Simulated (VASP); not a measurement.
A run of VASP 6.6.1 is set up as follows.

INCAR

```
SYSTEM = CaF2
PREC = Accurate ; ENCUT = 600
EDIFF = 1E-6 ; ISMEAR = 0
SIGMA = 0.01 ; LREAL = .FALSE.
LASPH = .TRUE. ; NELM = 120
ALGO = Normal ; ISIF = 2
LWAVE = .FALSE. ; LCHARG = .FALSE.
GGA = PE ; NBANDS = 19
GGA_COMPAT = .FALSE.
```

File KPOINTS:

```
Automatic mesh
0
G
  5 5 5
  0 0 0
```

POSCAR

```
CaF2
1.0
    0.0000000000      2.7535712715      2.7535712715
    2.7535712715      0.0000000000      2.7535712715
    2.7535712715      2.7535712715      0.0000000000
Ca F
1 2
Direct
    0.0000000000      0.0000000000      0.0000000000
    0.2500000000      0.2500000000      0.2500000000
    0.7500000000      0.7500000000      0.7500000000
```

Potentials or basis: VASP PAW PBE potentials, release 64 (Ca_sv, F).

The run is started by

```sh
$ cat potpaw_PBE.64/Ca_sv/POTCAR potpaw_PBE.64/F/POTCAR > POTCAR
$ mpirun -np 1 vasp_std > vasp.out
```

Predict the band gap on the k mesh.

7.19 eV, indirect (least direct gap 7.39 eV).

Predict the pressure.

0.4 GPa.

A k mesh can miss the band edges.
